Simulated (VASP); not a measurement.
CdSe, 2 atoms in the cell. It takes space group I-4m2 (No. 119, tetragonal). Conventional cell: a = 4.425 Å, b = 4.425 Å, c = 5.946 Å, α = 90.00°, β = 90.00°, γ = 90.00°. Within 3.5 Å of Cd (site symmetry -4m2) lie 4 Se at 2.67 Å. Se (site symmetry -4m2) has 4 Cd at 2.67 Å within 3.5 Å.  This cell differs from its parent crystal: epitaxial xy strain +2.0%.

```yaml
Program: VASP 6.6.1
Task: single point
Functional: r2SCAN
Potentials_or_basis: VASP PAW PBE potentials, release 64 (Cd, Se)
Cutoff: 520 eV
k_mesh: 8 × 8 × 8
Occupations: gaussian, width 0.01 eV
Spin: no spin polarisation
Dipole_correction: no
Further_INCAR_settings: ALGO = Normal; EDIFF = 1e-06; NBANDS = 16
```

Potentials or basis: VASP PAW PBE potentials, release 64 (Cd, Se).

Launch:

```sh
$ cat potpaw_PBE.64/Cd/POTCAR potpaw_PBE.64/Se/POTCAR > POTCAR
$ cp INCAR.step1 INCAR
$ mpirun -np 1 vasp_std > vasp.out
$ cp INCAR.step2 INCAR
$ mpirun -np 1 vasp_std > vasp.out
```

Hardware: 1 thread of Intel(R) Xeon(R) Platinum 8259CL CPU @ 2.50GHz (Skylake/Cascade Lake) (shared host).

Problem. Estimate the wall time of this run.

Solution. It took 2.4 min on 1 thread of Intel(R) Xeon(R) Platinum 8259CL CPU @ 2.50GHz (Skylake/Cascade Lake), with other jobs on the host, peak memory 0.23 GiB. Counts: k points 59.
